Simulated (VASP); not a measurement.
S:

```
S
1.0
     1.63850    0.94599    0.86133
    -1.63850    0.94599    0.86133
     0.00000   -1.89198    0.86133
S
1
Direct
  0.00000 0.00000 0.00000
```

```yaml
Program: VASP 6.6.1
Task: relaxation of cell and atoms
Functional: revPBE
Dispersion: D3(BJ)
Potentials_or_basis: VASP PAW PBE potentials, release 64 (S)
Cutoff: 600 eV
k_mesh: 8 × 8 × 8
Occupations: methfessel-paxton, width 0.02 eV
Spin: no spin polarisation
```

At the start: pressure 182.4 GPa; volume 8.01 Å³/atom.

Question: How do energy, volume and symmetry change on relaxing?

Answer: Over 19 steps the energy falls by 2586.9 meV/atom and the volume is 16.10 Å³/atom (+101.0 %); space group R-3m (No. 166, to 0.05 Å).

Step by step:
```
step  energy change (eV)  largest force (eV/Å)  pressure (GPa)  volume (Å³)
   1              0.0000                0.0000          182.42         8.01
   2             -1.6882                0.0000          -16.13        23.92
   3             -2.3904                0.0000           -0.28        14.89
   4             -2.3904                0.0000            0.88        14.72
   5             -2.4801                0.0000            2.19        14.98
   6             -2.5539                0.0000            3.84        15.18
   7             -2.5600                0.0000            6.61        15.19
   8             -2.5260                0.0000           -7.93        17.74
   9             -2.5749                0.0000           -0.16        16.07
  10             -2.5751                0.0000            0.48        15.98
  11             -2.5775                0.0000            0.49        16.01
  12             -2.5867                0.0000            0.11        16.09
  13             -2.5867                0.0000           -0.09        16.11
  14             -2.5869                0.0000            0.01        16.10
  15             -2.5869                0.0000           -0.02        16.10
  16             -2.5869                0.0000            0.05        16.10
  17             -2.5869                0.0000            0.03        16.10
  18             -2.5869                0.0000           -0.05        16.11
  19             -2.5869                0.0000            0.00        16.10
```

Final structure:
```xyz
1
Lattice="1.8309 1.0571 1.3867 -1.8309 1.0571 1.3867 0.0000 -2.1142 1.3867" Properties=species:S:1:pos:R:3 pbc="T T T"
S     0.0000    0.0000    0.0000
```

Caveat: the k points lie up to 0.31 Å⁻¹ apart in the final cell; the volume moved by over 15 % at a fixed basis, so the end points are rough; the PAW data sets were made with another functional, which shifts forces and pressure a little; the volume moved by +101 % from the deposited cell, more than functionals usually miss; pairwise dispersion overbinds metals, which lowers pressure and volume.
